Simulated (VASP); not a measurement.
# Os (P6_3/mmc) in VASP: further runs, part 2 of 4

VASP 6.6.1. The steps go on from the part before.

## (3) Electric field gradients, PBEsol (volume scaled by 0.98)

Contents of INCAR:

```
PREC = Accurate
ENCUT = 520
EDIFF = 1E-8
ISMEAR = -1
SIGMA = 0.08
LREAL = F
LASPH = T
NELM = 80
ALGO = Normal
ISIF = 2
LWAVE = F
LCHARG = F
GGA = PS
LEFG = T
NBANDS = 15
```

Contents of KPOINTS:

```
regular mesh
0
Gamma
  17 17 10
```

Contents of POSCAR:

```
Os
1.0
    2.7157497583      0.0000000000      0.0000000000
   -1.3578748792      2.3519082811      0.0000000000
    0.0000000000      0.0000000000      4.2907078513
Os
2
Direct
    0.3333333333      0.6666666667      0.2500000000
    0.6666666667      0.3333333333      0.7500000000
```

Potentials or basis: VASP PAW PBE potentials, release 64 (Os).

Started as:

```console
> cat potpaw_PBE.64/Os/POTCAR > POTCAR
> mpirun -np 1 vasp_std > vasp.out
```

OUTCAR:

```text
PREC = Accurate
   ENCUT = 520
   EDIFF = 1E-8
   ISMEAR = -1
   LREAL = F
   LASPH = T
   NELM = 80
   ISIF = 2
   GGA = PS

 ion  position               nearest neighbor table
   1  0.333  0.667  0.250-   2 2.66   2 2.66   2 2.66   2 2.66   2 2.66   2 2.66
   2  0.667  0.333  0.750-   1 2.66   1 2.66   1 2.66   1 2.66   1 2.66   1 2.66

  LATTYP: Found a hexagonal cell.
 ALAT       =     2.7157497583
 C/A-ratio  =     1.5799349105

  Lattice vectors:

 A1 = (   2.7157497583,   0.0000000000,   0.0000000000)
 A2 = (  -1.3578748792,   2.3519082811,   0.0000000000)
 A3 = (   0.0000000000,   0.0000000000,   4.2907078513)

Analysis of symmetry for initial positions (statically):
=====================================================================
 Subroutine PRICEL returns:
 Original cell was already a primitive cell.

 Routine SETGRP: Setting up the symmetry group for a
 hexagonal supercell.

 Subroutine GETGRP returns: Found 24 space group operations
 (whereof 12 operations were pure point group operations)
 out of a pool of 24 trial point group operations.

The static configuration has the point symmetry D_3d.
 The point group associated with its full space group is D_6h.

Analysis of symmetry for dynamics (positions and initial velocities):
=====================================================================
 Subroutine PRICEL returns:
 Original cell was already a primitive cell.

 Routine SETGRP: Setting up the symmetry group for a
 hexagonal supercell.

 Subroutine GETGRP returns: Found 24 space group operations
 (whereof 12 operations were pure point group operations)
 out of a pool of 24 trial point group operations.

The dynamic configuration has the point symmetry D_3d.
 The point group associated with its full space group is D_6h.

 Subroutine INISYM returns: Found 24 space group operations
 (whereof 12 operations are pure point group operations),
 and found     1 'primitive' translations

----------------------------------------------------------------------------------------

                                     Primitive cell

  volume of cell :      27.4056

  direct lattice vectors                    reciprocal lattice vectors
     2.715749758  0.000000000  0.000000000     0.368222439  0.212593324  0.000000000
    -1.357874879  2.351908281  0.000000000     0.000000000  0.425186649  0.000000000
     0.000000000  0.000000000  4.290707851     0.000000000  0.000000000  0.233061778

  length of vectors
     2.715749758  2.715749758  4.290707851     0.425186649  0.425186649  0.233061778

  position of ions in fractional coordinates (direct lattice)
     0.333333333  0.666666667  0.250000000
     0.666666667  0.333333333  0.750000000

  ion indices of the primitive-cell ions
   primitive index   ion index
                 1           1
                 2           2

----------------------------------------------------------------------------------------

 KPOINTS: regular mesh

[... 79 lines left out ...]
   NUPDOWN=      -1.0000    fix difference up-down
   EMIN   =  10.00;   EMAX   =-10.00  energy-range for DOS
   EFERMI =   0.00;   METHOD = LEGACY
   ISMEAR =    -1;   SIGMA  =   0.08  broadening in eV -4-tet -1-fermi 0-gaus
   EFERMI_NEDOS =   21; number of points for ismear=-14 and -15
   IALGO  =     38    algorithm
   IMIX   =      4    mixing-type and parameters
     AMIX     =   0.40;   BMIX     =  1.00
     AMIX_MAG =   1.60;   BMIX_MAG =  1.00
  volume/ion in A,a.u.               =      13.70        92.47
  Fermi-wavevector in a.u.,A,eV,Ry     =   1.368259  2.585636 25.471930  1.872134
  Thomas-Fermi vector in A             =   2.494239
   LORBIT       =      0    0 simple, 1 ext, 2 COOP (PROOUT), +10 PAW based schemes
   GGA     = PS    functional components
   LHFCALC =     F    Hartree Fock is set to
   AEXX    =    0.0000 exact exchange contribution
   IVDW    =     0    specifies the selected vdW correction
   LEPSILON=     F    determine dielectric tensor
   LRPA    =     F    only Hartree local field effects (RPA)
 non-spin polarized calculation
  energy-cutoff  :      520.00
  volume of cell :       27.41
 maximum number of plane-waves:       754
   NGX = 11   NGY = 11   NGZ = 15

 number of electron      15.9999998 magnetization

 Free energy of the ion-electron system (eV)
  ---------------------------------------------------
  ext. energy  EPLUGINS =         0.00000000
  ---------------------------------------------------
  free energy    TOTEN  =       -24.48794646 eV

  energy without entropy =      -24.46188583  energy(sigma->0) =      -24.47491614

 E-fermi :   9.6626     XC(G=0): -14.2723

 val. band max:        9.6512106775   @ k =   0.1176   0.1176   0.3000
 cond. band min:       9.6696917546   @ k =   0.1765   0.0588   0.3000
 fundamental gap:      0.0184810771
 Fermi energy:         9.6626049137

 k-point     1 :       0.0000    0.0000    0.0000
  band No.  band energies     occupation
      1      -1.5605      2.00000
      2       1.5954      2.00000
      3       6.4542      2.00000
      4       6.4542      2.00000
      5       6.7222      2.00000
      6       7.3293      2.00000
      7       7.3293      2.00000
      8       8.0117      2.00000
      9       8.0117      2.00000
     10       9.6244      1.23423
     11      11.3701      0.00000
     12      11.3701      0.00000
     13      18.9145      0.00000
     14      23.6502      0.00000
[... 401 lines left out ...]
      2       3.6671      2.00000
      3       4.2664      2.00000
      4       4.2777      2.00000
      5       6.0765      2.00000
      6       6.5720      2.00000
      7       7.6496      2.00000
      8       8.7428      1.99998
      9       9.9021      0.09543
     10      10.8640      0.00000
     11      11.9923      0.00000
     12      18.3716      0.00000
     13      19.0683      0.00000
     14      22.7198      0.00000
     15      23.2026      0.00000

 [... further k-points ...]
[... 5 lines left out ...]
  --------------------------------------------------------------------------------------
  -------------------------------------------------------------------------------------
  Total        1.1777050      1.1777050      1.1647744     -0.0000000     -0.0000000      0.0000000
  in kB       68.8506455     68.8506455     68.0946991     -0.0000000     -0.0000000      0.0000000
  external PRESSURE =      68.5986634 kB  Pullay stress =       0.0000000 kB

 VOLUME and BASIS-vectors are now :
 -----------------------------------------------------------------------------
  energy-cutoff  :      520.00
  volume of cell :       27.41
      direct lattice vectors                 reciprocal lattice vectors
     2.715749758  0.000000000  0.000000000     0.368222439  0.212593324  0.000000000
    -1.357874879  2.351908281  0.000000000     0.000000000  0.425186649  0.000000000
     0.000000000  0.000000000  4.290707851     0.000000000  0.000000000  0.233061778

 POSITION                                       TOTAL-FORCE (eV/Angst)
 -----------------------------------------------------------------------------------
     -0.00000      1.56794      1.07268         0.000000     -0.000000      0.000000
      1.35787      0.78397      3.21803        -0.000000      0.000000      0.000000
 -----------------------------------------------------------------------------------
    total drift:                               -0.000000      0.000000     -0.000000

  FREE ENERGIE OF THE ION-ELECTRON SYSTEM (eV)
  ---------------------------------------------------
  free  energy   TOTEN  =       -24.4879464592 eV

  energy  without entropy=      -24.4618858303  energy(sigma->0) =      -24.47491614

 Electric field gradients (V/A^2)
---------------------------------------------------------------------
 ion       V_xx      V_yy      V_zz      V_xy      V_xz      V_yz
---------------------------------------------------------------------
   1      41.624    41.624   -83.248     0.000     0.000    -0.000
   2      41.624    41.624   -83.248     0.000    -0.000     0.000
---------------------------------------------------------------------

 Electric field gradients after diagonalization (V/A^2)
 (convention: |V_zz| > |V_xx| > |V_yy|)
----------------------------------------------------------------------
 ion       V_xx      V_yy      V_zz     asymmetry (V_yy - V_xx)/ V_zz
----------------------------------------------------------------------
   1      41.624    41.624   -83.248       0.000
   2      41.624    41.624   -83.248       0.000
----------------------------------------------------------------------

           NMR quadrupolar parameters

 Cq : quadrupolar parameter    Cq=e*Q*V_zz/h
 eta: asymmetry parameters     (V_yy - V_xx)/ V_zz
 Q  : nuclear electric quadrupole moment in mb (millibarn)
----------------------------------------------------------------------
 ion       Cq(MHz)       eta       Q (mb)
----------------------------------------------------------------------
   1      -0.201       0.000       1.000
   2      -0.201       0.000       1.000
----------------------------------------------------------------------
```

Run time: 53 s. Hardware: 1 thread of Intel Xeon Platinum 8375C at 2.90GHz (Ice Lake), shared host; peak memory 0.19 GiB.

What came out:

* Free energy: -24.4879 eV
* Pressure: 6.9 GPa
* Band gap on the k mesh: zero (band 8 reaches 11.77 eV, above the bottom of band 9 at 7.70 eV)

Electric field gradients, principal values (V/Å²):
```csv
atom,least,middle,greatest (by size)
1 Os,41.624,41.624,-83.248
2 Os,41.624,41.624,-83.248
```

Caveat: without QUAD_EFG the Cq values of the log hold for a quadrupole moment of 1 mb, not for the nuclei; the PAW data sets were made with another functional, which shifts forces and pressure a little; spin-orbit coupling is left out, which moves the levels of the heavy elements.

[end of part 2 of 4]
